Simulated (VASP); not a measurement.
# CO2 (Pbca) in VASP: a series of runs

Runs on CO2. Level: PBE. Tasks: single point.

Everything below comes from runs of VASP 6.6.1. Logs are shortened: lines on timing, memory, paths and dates and some standing lists are left out, and cuts for length are marked.

## 1. The cell of the first run

The structure is orthorhombic, space group Pbca (No. 61). Conventional cell: a = 5.803 Å, b = 5.803 Å, c = 6.391 Å, α = 90.00°, β = 90.00°, γ = 90.00°. C (site symmetry -1) has 2 O at 1.16 Å within 1.6 Å. O (site symmetry 1) has 1 C at 1.16 Å within 1.6 Å.

## 2. Single point, PBE (17.93 Å³/atom)

Input file INCAR:

```
SYSTEM = CO2
PREC = Accurate
ENCUT = 520
EDIFF = 1E-6
ISMEAR = 0
SIGMA = 0.05
LREAL = .False.
LASPH = .True.
NELM = 100
ALGO = Normal
ISIF = 2
LWAVE = .False.
LCHARG = .False.
GGA = PE
NBANDS = 44
```

Input file KPOINTS:

```
Automatic mesh
0
Gamma
  4 4 4
  0 0 0
```

Input file POSCAR:

```
CO2
1.0
    5.8027622758      0.0000000000      0.0000000000
    0.0000000000      5.8027622758      0.0000000000
    0.0000000000      0.0000000000      6.3905820944
C O
4 8
Direct
    0.0000000000      0.0000000000      0.0000000000
    0.5000000000      0.0000000000      0.5000000000
    0.5000000000      0.5000000000      0.0000000000
    0.0000000000      0.5000000000      0.5000000000
    0.1114834447      0.1114834447      0.1114834447
    0.3885165553      0.8885165553      0.6114834447
    0.6114834447      0.3885165553      0.8885165553
    0.8885165553      0.6114834447      0.3885165553
    0.8885165553      0.8885165553      0.8885165553
    0.6114834447      0.1114834447      0.3885165553
    0.3885165553      0.6114834447      0.1114834447
    0.1114834447      0.3885165553      0.6114834447
```

Potentials or basis: VASP PAW PBE potentials, release 64 (C, O).

Launch:

```bash
> cat potpaw_PBE.64/C/POTCAR potpaw_PBE.64/O/POTCAR > POTCAR
> mpirun -np 1 vasp_std > vasp.out
```

OUTCAR:

```text
SYSTEM = CO2
   PREC = Accurate
   ENCUT = 520
   EDIFF = 1E-6
   ISMEAR = 0
   LREAL = .False.
   LASPH = .True.
   NELM = 100
   ISIF = 2
   GGA = PE

 ion  position               nearest neighbor table
   1  0.000  0.000  0.000-   5 1.16   9 1.16
   2  0.500  0.000  0.500-   6 1.16  10 1.16
   3  0.500  0.500  0.000-   7 1.16  11 1.16
   4  0.000  0.500  0.500-   8 1.16  12 1.16
   5  0.111  0.111  0.111-   1 1.16
   6  0.389  0.889  0.611-   2 1.16
   7  0.611  0.389  0.889-   3 1.16
   8  0.889  0.611  0.389-   4 1.16
   9  0.889  0.889  0.889-   1 1.16
  10  0.611  0.111  0.389-   2 1.16
  11  0.389  0.611  0.111-   3 1.16
  12  0.111  0.389  0.611-   4 1.16

  LATTYP: Found a simple tetragonal cell.
 ALAT       =     5.8027622758
 C/A-ratio  =     1.1013000000

  Lattice vectors:

 A1 = (   5.8027622758,   0.0000000000,   0.0000000000)
 A2 = (   0.0000000000,   5.8027622758,   0.0000000000)
 A3 = (   0.0000000000,   0.0000000000,   6.3905820944)

Analysis of symmetry for initial positions (statically):
=====================================================================
 Subroutine PRICEL returns:
 Original cell was already a primitive cell.

 Routine SETGRP: Setting up the symmetry group for a
 simple tetragonal supercell.

 Subroutine GETGRP returns: Found  8 space group operations
 (whereof  2 operations were pure point group operations)
 out of a pool of 16 trial point group operations.

The static configuration has the point symmetry S_2 .
 The point group associated with its full space group is D_2h.

Analysis of symmetry for dynamics (positions and initial velocities):
=====================================================================
 Subroutine PRICEL returns:
 Original cell was already a primitive cell.

 Routine SETGRP: Setting up the symmetry group for a
 simple tetragonal supercell.

 Subroutine GETGRP returns: Found  8 space group operations
 (whereof  2 operations were pure point group operations)
 out of a pool of 16 trial point group operations.

The dynamic configuration has the point symmetry S_2 .
 The point group associated with its full space group is D_2h.

 Subroutine INISYM returns: Found  8 space group operations
 (whereof  2 operations are pure point group operations),
 and found     1 'primitive' translations

----------------------------------------------------------------------------------------

                                     Primitive cell

  volume of cell :     215.1840

  direct lattice vectors                    reciprocal lattice vectors
     5.802762276  0.000000000  0.000000000     0.172331719  0.000000000  0.000000000
     0.000000000  5.802762276  0.000000000     0.000000000  0.172331719  0.000000000
     0.000000000  0.000000000  6.390582094     0.000000000  0.000000000  0.156480268

  length of vectors
     5.802762276  5.802762276  6.390582094     0.172331719  0.172331719  0.156480268

  position of ions in fractional coordinates (direct lattice)
     0.000000000  0.000000000  0.000000000
     0.500000000  0.000000000  0.500000000
     0.500000000  0.500000000  0.000000000
     0.000000000  0.500000000  0.500000000
     0.111483445  0.111483445  0.111483445
     0.388516555  0.888516555  0.611483445
     0.611483445  0.388516555  0.888516555
     0.888516555  0.611483445  0.388516555
     0.888516555  0.888516555  0.888516555
     0.611483445  0.111483445  0.388516555
     0.388516555  0.611483445  0.111483445
     0.111483445  0.388516555  0.611483445

  ion indices of the primitive-cell ions
   primitive index   ion index
                 1           1
                 2           2
                 3           3
                 4           4
                 5           5
                 6           6
                 7           7
                 8           8
                 9           9
                10          10
                11          11
                12          12

----------------------------------------------------------------------------------------

 KPOINTS: Automatic mesh

Automatic generation of k-mesh.
 Grid dimensions read from file:
 generate k-points for:    4    4    4

 Generating k-lattice:

  Cartesian coordinates                     Fractional coordinates (reciprocal lattice)
     0.043082930  0.000000000  0.000000000     0.250000000  0.000000000  0.000000000
     0.000000000  0.043082930  0.000000000     0.000000000  0.250000000  0.000000000
     0.000000000  0.000000000  0.039120067     0.000000000  0.000000000  0.250000000

  Length of vectors
     0.043082930  0.043082930  0.039120067

  Shift w.r.t. Gamma in fractional coordinates (k-lattice)
     0.000000000  0.000000000  0.000000000

 Subroutine IBZKPT returns following result:
 ===========================================

 Found     27 irreducible k-points:

 Following reciprocal coordinates:
            Coordinates               Weight
  0.000000  0.000000  0.000000      1.000000
  0.250000  0.000000  0.000000      2.000000
  0.000000  0.250000  0.000000      2.000000
  0.500000  0.000000  0.000000      1.000000
  0.000000  0.500000  0.000000      1.000000
  0.250000  0.250000  0.000000      4.000000
[... 16 lines left out ...]
  0.000000  0.500000  0.500000      1.000000
  0.250000  0.250000  0.500000      4.000000
 [... further k-points ...]
   k-points           NKPTS =     27   k-points in BZ     NKDIM =     27   number of bands    NBANDS=     44
   number of dos      NEDOS =    301   number of ions     NIONS =     12
   total plane-waves  NPLWV = 110592
   dimension x,y,z NGX =    48 NGY =   48 NGZ =   48
   dimension x,y,z NGXF=    96 NGYF=   96 NGZF=   96
   ions per type =               4   8
   NGX,Y,Z   is equivalent  to a cutoff of  13.75, 13.75, 12.49 a.u.
   NGXF,Y,Z  is equivalent  to a cutoff of  27.50, 27.50, 24.97 a.u.
 SYSTEM =  CO2
   PREC   = accura    normal or accurate (medium, high low for compatibility)
   ISTART =      0    job   : 0-new  1-cont  2-samecut
   ICHARG =      2    charge: 1-file 2-atom 10-const
   ISPIN  =      1    spin polarized calculation?
   LNONCOLLINEAR =      F non collinear calculations
   LSORBIT =      F    spin-orbit coupling
   LASPH  =      T    aspherical Exc in radial PAW
   ENCUT  =  520.0 eV  38.22 Ry    6.18 a.u.  10.79 10.79 11.88*2*pi/ulx,y,z
   NELM   =    100;   NELMIN=  2; NELMDL= -5     # of ELM steps
   EDIFF  = 0.1E-05   stopping-criterion for ELM
   LREAL  =      F    real-space projection
   EDIFFG = 0.1E-04   stopping-criterion for IOM
   NSW    =      0    number of steps for IOM
   IBRION =     -1    ionic relax: 0-MD 1-quasi-New 2-CG
   NFREE  =      0    steps in history (QN), initial steepest desc. (CG)
   ISIF   =      2    stress and relaxation
   ISYM   =      2    0-nonsym 1-usesym 2-fastsym
   POTIM  = 0.5000    time-step for ionic-motion
   TEBEG  =    0.0;   TEEND  =   0.0 temperature during run
   PSTRESS=    0.0 pullay stress
   NELECT =      64.0000    total number of electrons
   NUPDOWN=      -1.0000    fix difference up-down
   EMIN   =  10.00;   EMAX   =-10.00  energy-range for DOS
   EFERMI =   0.00;   METHOD = LEGACY
   ISMEAR =     0;   SIGMA  =   0.05  broadening in eV -4-tet -1-fermi 0-gaus
   EFERMI_NEDOS =   21; number of points for ismear=-14 and -15
   IALGO  =     38    algorithm
   IMIX   =      4    mixing-type and parameters
     AMIX     =   0.40;   BMIX     =  1.00
     AMIX_MAG =   1.60;   BMIX_MAG =  1.00
  volume/ion in A,a.u.               =      17.93       121.01
  Fermi-wavevector in a.u.,A,eV,Ry     =   1.092777  2.065049 16.247551  1.194161
  Thomas-Fermi vector in A             =   2.229049
   LORBIT       =      0    0 simple, 1 ext, 2 COOP (PROOUT), +10 PAW based schemes
   GGA     = PE    functional components
   LHFCALC =     F    Hartree Fock is set to
   AEXX    =    0.0000 exact exchange contribution
   IVDW    =     0    specifies the selected vdW correction
   LEPSILON=     F    determine dielectric tensor
   LRPA    =     F    only Hartree local field effects (RPA)
 non-spin polarized calculation
 Gauss-broadening in eV      SIGMA  =   0.05
  energy-cutoff  :      520.00
  volume of cell :      215.18
 maximum number of plane-waves:      5840
 NGX is ok and might be reduce to    48
   NGX = 21   NGY = 21   NGZ = 23

 number of electron      64.0000009 magnetization

 Free energy of the ion-electron system (eV)
  ---------------------------------------------------
  ext. energy  EPLUGINS =         0.00000000
  ---------------------------------------------------
  free energy    TOTEN  =       -92.15409747 eV

  energy without entropy =      -92.15409747  energy(sigma->0) =      -92.15409747

 E-fermi :  -4.3298     XC(G=0):  -6.9896

 val. band max:       -4.6398451738   @ k =   0.0000   0.0000   0.0000
 cond. band min:       2.0037641911   @ k =   0.0000   0.0000   0.0000
 fundamental gap:      6.6436093649
 Fermi energy:        -4.3297568031

 k-point     1 :       0.0000    0.0000    0.0000
  band No.  band energies     occupation
      1     -25.1985      2.00000
      2     -25.1189      2.00000
      3     -25.0961      2.00000
      4     -25.0941      2.00000
      5     -24.1474      2.00000
      6     -24.1310      2.00000
[... 36 lines left out ...]
     43       5.9596      0.00000
     44       5.9696      0.00000

 k-point     2 :       0.2500    0.0000    0.0000
  band No.  band energies     occupation
      1     -25.1838      2.00000
      2     -25.1156      2.00000
      3     -25.1099      2.00000
      4     -25.0997      2.00000
      5     -24.1424      2.00000
      6     -24.1307      2.00000
[... 36 lines left out ...]
     43       5.6180      0.00000
     44       6.2023      0.00000

 k-point     3 :       0.0000    0.2500    0.0000
  band No.  band energies     occupation
      1     -25.1840      2.00000
      2     -25.1153      2.00000
      3     -25.1117      2.00000
      4     -25.0977      2.00000
      5     -24.1448      2.00000
      6     -24.1332      2.00000
[... 976 lines left out ...]
     43       4.5418      0.00000
     44       4.5418      0.00000

 k-point    24 :       0.2500    0.2500    0.5000
  band No.  band energies     occupation
      1     -25.1433      2.00000
      2     -25.1433      2.00000
      3     -25.1112      2.00000
      4     -25.1112      2.00000
      5     -24.1347      2.00000
      6     -24.1347      2.00000
[... 36 lines left out ...]
     43       5.4738      0.00000
     44       5.4738      0.00000

 [... further k-points ...]
[... 5 lines left out ...]
  --------------------------------------------------------------------------------------
  -------------------------------------------------------------------------------------
  Total        5.0099834      5.0815298      5.6147985      0.0000000      0.0000000      0.0000000
  in kB       37.3024101     37.8351171     41.8056308      0.0000000      0.0000000      0.0000000
  external PRESSURE =      38.9810527 kB  Pullay stress =       0.0000000 kB

 VOLUME and BASIS-vectors are now :
 -----------------------------------------------------------------------------
  energy-cutoff  :      520.00
  volume of cell :      215.18
      direct lattice vectors                 reciprocal lattice vectors
     5.802762276  0.000000000  0.000000000     0.172331719  0.000000000  0.000000000
     0.000000000  5.802762276  0.000000000     0.000000000  0.172331719  0.000000000
     0.000000000  0.000000000  6.390582094     0.000000000  0.000000000  0.156480268

 POSITION                                       TOTAL-FORCE (eV/Angst)
 -----------------------------------------------------------------------------------
      0.00000      0.00000      0.00000         0.000000     -0.000000      0.000000
      2.90138      0.00000      3.19529         0.000000     -0.000000      0.000000
      2.90138      2.90138      0.00000         0.000000     -0.000000      0.000000
      0.00000      2.90138      3.19529         0.000000     -0.000000      0.000000
      0.64691      0.64691      0.71244         0.973793      0.988900      1.062999
      2.25447      5.15585      3.90774        -0.973793     -0.988900      1.062999
      3.54829      2.25447      5.67814         0.973793     -0.988900     -1.062999
      5.15585      3.54829      2.48285        -0.973793      0.988900     -1.062999
      5.15585      5.15585      5.67814        -0.973793     -0.988900     -1.062999
      3.54829      0.64691      2.48285         0.973793      0.988900     -1.062999
      2.25447      3.54829      0.71244        -0.973793      0.988900      1.062999
      0.64691      2.25447      3.90774         0.973793     -0.988900      1.062999
 -----------------------------------------------------------------------------------
    total drift:                               -0.000000      0.000000      0.000000

  FREE ENERGIE OF THE ION-ELECTRON SYSTEM (eV)
  ---------------------------------------------------
  free  energy   TOTEN  =       -92.1540974661 eV

  energy  without entropy=      -92.1540974661  energy(sigma->0) =      -92.15409747
```

Run time: 2.3 min. Hardware: 1 thread of Intel Xeon Platinum 8488C (Sapphire Rapids), shared host; peak memory 0.41 GiB.

What came out:

```yaml
Free_energy: -92.1541 eV
Pressure: 3.9 GPa
Largest_force: 1.748 eV/Å
Band_gap_on_the_k_mesh: 6.64 eV
```

Forces in eV/Å, atoms in the order of the input:
```
C    0.000  0.000  0.000
C    0.000  0.000  0.000
C    0.000  0.000  0.000
C    0.000  0.000  0.000
O    0.974  0.989  1.063
O   -0.974 -0.989  1.063
O    0.974 -0.989 -1.063
O   -0.974  0.989 -1.063
O   -0.974 -0.989 -1.063
O    0.974  0.989 -1.063
O   -0.974  0.989  1.063
O    0.974 -0.989  1.063
```

Caveat: the cell stands under pressure; this functional lacks dispersion, which holds the molecules together, so the pressure and a relaxed volume are unreliable; forces of over 1 eV/Å act on the atoms, so gaps and moduli don't describe the material at rest. A k mesh can miss the band edges.

## 3. Single point, PBE (17.93 Å³/atom)

Input file INCAR:

```
SYSTEM = CO2
ALGO = Normal
EDIFF = 1E-6
ENCUT = 520
GGA = PE
ISIF = 2
ISMEAR = 0
LASPH = .TRUE.
LCHARG = .FALSE.
LREAL = .FALSE.
LWAVE = .FALSE.
NBANDS = 44
NELM = 80
PREC = Accurate
SIGMA = 0.05
```

Input file KPOINTS:

```
k-points
0
G
  4 4 4
  0 0 0
```

Changes to POSCAR since step 2:

```diff
@@ -2,5 +2,5 @@
 1.0
-    5.8027622758      0.0000000000      0.0000000000
-    0.0000000000      5.8027622758      0.0000000000
-    0.0000000000      0.0000000000      6.3905820944
+    5.8968892608      0.0000000000      0.0000000000
+    0.0000000000      5.8968892608      0.0000000000
+    0.0000000000      0.0000000000      6.1881955903
 C O
```

Potentials or basis: VASP PAW PBE potentials, release 64 (C, O).

Launch:

```bash
> cat potpaw_PBE.64/C/POTCAR potpaw_PBE.64/O/POTCAR > POTCAR
> mpirun -np 1 vasp_std > vasp.out
```

It took 2.3 min on 1 thread of Intel Xeon Platinum 8488C (Sapphire Rapids), shared host; peak memory 0.41 GiB.

The run converged. Its results:

```yaml
Free_energy: -92.1389 eV
Pressure: 4.3 GPa
Largest_force: 1.962 eV/Å
Band_gap_on_the_k_mesh: 6.69 eV
```

Forces in eV/Å, atoms in the order of the input:
```
C    0.000  0.000  0.000
C    0.000  0.000  0.000
C    0.000  0.000  0.000
C    0.000  0.000  0.000
O    1.113  1.120  1.164
O   -1.113 -1.120  1.164
O    1.113 -1.120 -1.164
O   -1.113  1.120 -1.164
O   -1.113 -1.120 -1.164
O    1.113  1.120 -1.164
O   -1.113  1.120  1.164
O    1.113 -1.120  1.164
```

Stress tensor (GPa, compression positive):
```
4.25 0.00 0.00
0.00 4.27 0.00
0.00 0.00 4.52
```

Levels at points of the mesh, in eV from the valence-band top:
```tsv
k point	band 29	band 30	band 31	band 32	band 33	band 34	band 35	band 36
(0.00, 0.00, 0.00)	-0.15	-0.14	-0.07	0.00	6.69	8.33	8.38	8.42
(0.50, 0.00, 0.00)	-0.20	-0.20	-0.09	-0.09	8.04	8.04	8.33	8.33
(0.00, 0.50, 0.00)	-0.20	-0.20	-0.08	-0.08	8.04	8.04	8.28	8.28
(0.50, 0.50, 0.00)	-0.20	-0.20	-0.20	-0.20	8.26	8.26	8.26	8.26
(0.00, 0.00, 0.50)	-0.22	-0.22	-0.07	-0.07	7.92	7.92	8.30	8.30
(0.50, 0.00, 0.50)	-0.19	-0.19	-0.19	-0.19	8.27	8.27	8.27	8.27
(0.00, 0.50, 0.50)	-0.20	-0.20	-0.20	-0.20	8.26	8.26	8.26	8.26
(0.50, 0.50, 0.50)	-0.20	-0.20	-0.20	-0.20	8.34	8.34	8.34	8.34
```

Caveat: the cell stands under pressure; this functional lacks dispersion, which holds the molecules together, so the pressure and a relaxed volume are unreliable; forces of over 1 eV/Å act on the atoms, so gaps and moduli don't describe the material at rest. A k mesh can miss the band edges.

## 4. Single point, PBE (17.93 Å³/atom)

Input file INCAR:

```
SYSTEM = CO2
PREC = Accurate
ENCUT = 520
EDIFF = 1E-6
ISMEAR = 0
SIGMA = 0.05
LREAL = .FALSE.
LASPH = .TRUE.
NELM = 60
ALGO = Normal
ISIF = 2
LWAVE = .FALSE.
LCHARG = .TRUE.
GGA = PE
LELF = .TRUE.
LVHAR = .TRUE.
NBANDS = 44
```

Input file KPOINTS:

```
Automatic mesh
0
G
  4 4 4
  0 0 0
```

Changes to POSCAR since step 3:

```diff
@@ -2,5 +2,5 @@
 1.0
-    5.8968892608      0.0000000000      0.0000000000
-    0.0000000000      5.8968892608      0.0000000000
-    0.0000000000      0.0000000000      6.1881955903
+    6.0895829377      0.0000000000      0.0000000000
+    0.0000000000      6.0895829377      0.0000000000
+    0.0000000000      0.0000000000      5.8027635813
 C O
```

Launch:

```bash
> cat potpaw_PBE.64/C/POTCAR potpaw_PBE.64/O/POTCAR > POTCAR
> mpirun -np 1 vasp_std > vasp.out
```

Wall time 2.7 min (1 thread of Intel Xeon Platinum 8488C (Sapphire Rapids), shared host); peak memory 0.4 GiB.

It converged, with:

| Quantity | Value |
| --- | --- |
| Free energy | -92.1388 eV |
| Pressure | 4.3 GPa |
| Largest force | 1.964 eV/Å |
| Band gap on the k mesh | 6.69 eV |

Forces on the atoms (eV/Å):
```
C    0.000  0.000  0.000
C    0.000  0.000  0.000
C    0.000  0.000  0.000
C    0.000  0.000  0.000
O    1.152  1.146  1.103
O   -1.152 -1.146  1.103
O    1.152 -1.146 -1.103
O   -1.152  1.146 -1.103
O   -1.152 -1.146 -1.103
O    1.152  1.146 -1.103
O   -1.152  1.146  1.103
O    1.152 -1.146  1.103
```

Stress tensor (GPa, compression positive):
```
4.42 0.00 0.00
0.00 4.44 0.00
0.00 0.00 4.18
```

Levels at points of the mesh, in eV from the valence-band top:
```csv
k point,band 28,band 29,band 30,band 31,band 32,band 33,band 34,band 35,band 36,band 37
"(0.00, 0.00, 0.00)",-0.16,-0.14,-0.14,-0.07,0.00,6.69,8.34,8.37,8.42,8.47
"(0.50, 0.00, 0.00)",-0.25,-0.21,-0.21,-0.07,-0.07,7.96,7.96,8.27,8.27,8.56
"(0.00, 0.50, 0.00)",-0.24,-0.21,-0.21,-0.08,-0.08,7.96,7.96,8.32,8.32,8.52
"(0.50, 0.50, 0.00)",-0.22,-0.21,-0.21,-0.21,-0.21,8.27,8.27,8.27,8.27,8.79
"(0.00, 0.00, 0.50)",-0.23,-0.20,-0.20,-0.10,-0.10,8.08,8.08,8.31,8.31,8.55
"(0.50, 0.00, 0.50)",-0.23,-0.20,-0.20,-0.20,-0.20,8.26,8.26,8.26,8.26,8.82
"(0.00, 0.50, 0.50)",-0.24,-0.19,-0.19,-0.19,-0.19,8.27,8.27,8.27,8.27,8.81
"(0.50, 0.50, 0.50)",-0.25,-0.19,-0.19,-0.19,-0.19,8.34,8.34,8.34,8.34,8.96
```

Caveat: the cell stands under pressure; this functional lacks dispersion, which holds the molecules together, so the pressure and a relaxed volume are unreliable; forces of over 1 eV/Å act on the atoms, so gaps and moduli don't describe the material at rest.

(Part 1 of 2 ends here.)
